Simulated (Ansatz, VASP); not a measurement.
**Two plane-wave programs on LiTa3O4**

```
Li Ta O
1.0
     2.98132    0.00000    0.00000
    -1.49066    2.58190    0.00000
     0.00000    0.00000   12.71132
Li Ta O
1 3 4
Direct
  0.00000 0.00000 0.75283
  0.00000 0.00000 0.27240
  0.33333 0.66667 0.00560
  0.33333 0.66667 0.54279
  0.00000 0.00000 0.90457
  0.00000 0.00000 0.43002
  0.33333 0.66667 0.68655
  0.33333 0.66667 0.16525
```

Change from the starting cell: species swapped into the Zn3CdO4 type (P3m1, No. 156).

Alike in both runs: functional PBE; k mesh 6 × 6 × 2; occupations gaussian, width 0.2 eV; no spin polarisation.

Ansatz relaxed the structure, and its values are those at the end. VASP's run is a single point on that final structure, the one shown.

```csv
,VASP,Ansatz
version,VASP 6.6.1,Ansatz 0.2.0
potentials or method,"VASP PAW PBE potentials, release 64 (Li_sv, Ta_sv_GW, O), cutoff 880 eV","scalar-relativistic, plane waves, PAW"
valence electrons in the cell,66,66
```

```csv
,VASP,Ansatz,Ansatz less VASP
gap on the k mesh at the Fermi level (eV),none,none,-
pressure (GPa),0.1,-0.1,-0.16
rms of the force components (eV/Å),0.039,0.024,-0.0143
```

A gap of «none» marks a metal or a gap that the smearing closes.

The k mesh is coarse, so the values compare programs but aren't converged. Spin-orbit coupling is off throughout.
